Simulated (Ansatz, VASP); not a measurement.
**SrTl4O3: VASP beside Ansatz**

```
Sr Tl O
1.0
     5.68416    0.00000    0.00000
     0.00000    5.68416    0.00000
     0.00000    0.00000    5.68416
Sr Tl O
1 4 3
Direct
  0.00000 0.00000 0.00000
  0.30262 0.30262 0.30262
  0.30262 0.69738 0.69738
  0.69738 0.30262 0.69738
  0.69738 0.69738 0.30262
  0.00000 0.00000 0.50000
  0.00000 0.50000 0.00000
  0.50000 0.00000 0.00000
```

Change from the starting cell: species swapped into the Li3CrS4 type (P-43m, No. 215).

Alike in both runs: functional PBE; k mesh 6 × 6 × 6; occupations gaussian, width 0.02 eV; no spin polarisation.

Ansatz relaxed the structure, and its values are those at the end. VASP's run is a single point on that final structure, the one shown.

```csv
,VASP,Ansatz
version,VASP 6.6.1,Ansatz 0.2.0
potentials or method,"VASP PAW PBE potentials, release 64 (Sr_sv, Tl_d, O), cutoff 520 eV","scalar-relativistic, plane waves, PAW"
valence electrons in the cell,80,80
```

VASP gave:

```
gap on the k mesh at the Fermi level (eV) : 0.75
least direct gap on the mesh (eV)         : 0.75
pressure (GPa)                            : 0.0
rms of the force components (eV/Å)        : 0.009
```

**Question.** Estimate Ansatz's values.

**Answer.** gap on the k mesh at the Fermi level (eV): 0.75; least direct gap on the mesh (eV): 0.75; pressure (GPa): 0.0; rms of the force components (eV/Å): 0.000.

Spin-orbit coupling is off throughout.
